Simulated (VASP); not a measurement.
The system is ZrPd2Se5.

```
CELL_PARAMETERS angstrom
3.75000 0.00000 0.00000
-1.87500 3.24760 0.00000
0.00000 0.00000 14.70000
ATOMIC_POSITIONS crystal
Zr 0.00000 0.00000 0.00000
Pd 0.33333 0.66667 0.40000
Pd 0.66667 0.33333 0.60000
Se 0.66667 0.33333 0.30500
Se 0.33333 0.66667 0.69500
Se 0.00000 0.00000 0.50000
Se 0.33333 0.66667 0.10800
Se 0.66667 0.33333 0.89200
```

```yaml
Program: VASP 6.6.1
Task: relaxation of cell and atoms
Functional: PBE
Potentials_or_basis: VASP PAW PBE potentials, release 64 (Zr_sv, Pd, Se)
Cutoff: 600 eV
k_mesh: 4 × 4 × 1
Occupations: gaussian, width 0.15 eV
Spin: no spin polarisation
```

At the start: pressure 1.4 GPa; volume 22.38 Å³/atom.

**Question.** Where does the relaxation end?

**Answer.** Over 7 steps the energy falls by 41.9 meV/atom and the volume is 23.27 Å³/atom (+4.0 %); space group P-3m1 (No. 164, to 0.1 Å) before and after.

The path:
| step | energy change (eV) | largest force (eV/Å) | pressure (GPa) | volume (Å³) |
| --- | --- | --- | --- | --- |
| 1 | 0.0000 | 1.4736 | 1.42 | 179.02 |
| 2 | -0.2426 | 0.7803 | -0.63 | 184.20 |
| 3 | -0.2904 | 0.4113 | -1.67 | 187.50 |
| 4 | -0.2937 | 0.4022 | 2.01 | 181.88 |
| 5 | -0.3236 | 0.1702 | 0.14 | 184.55 |
| 6 | -0.3279 | 0.1207 | 0.16 | 184.96 |
| 7 | -0.3350 | 0.0575 | 0.19 | 186.18 |

Final structure:
```
CELL_PARAMETERS angstrom
3.78495 0.00000 0.00000
-1.89248 3.27787 0.00000
0.00000 0.00000 15.00681
ATOMIC_POSITIONS crystal
Zr 0.00000 0.00000 0.00000
Pd 0.33333 0.66667 0.39098
Pd 0.66667 0.33333 0.60902
Se 0.66667 0.33333 0.31120
Se 0.33333 0.66667 0.68880
Se 0.00000 0.00000 0.50000
Se 0.33333 0.66667 0.10566
Se 0.66667 0.33333 0.89434
```

Caveat: the k points lie up to 0.48 Å⁻¹ apart in the final cell, too coarse for converged energies and pressures of a metal; this functional lacks dispersion, which binds layers or chains, so the pressure and a relaxed spacing across them are unreliable; the relaxation stopped at a loose force limit of 0.08 eV/Å, so its end isn't a converged minimum.
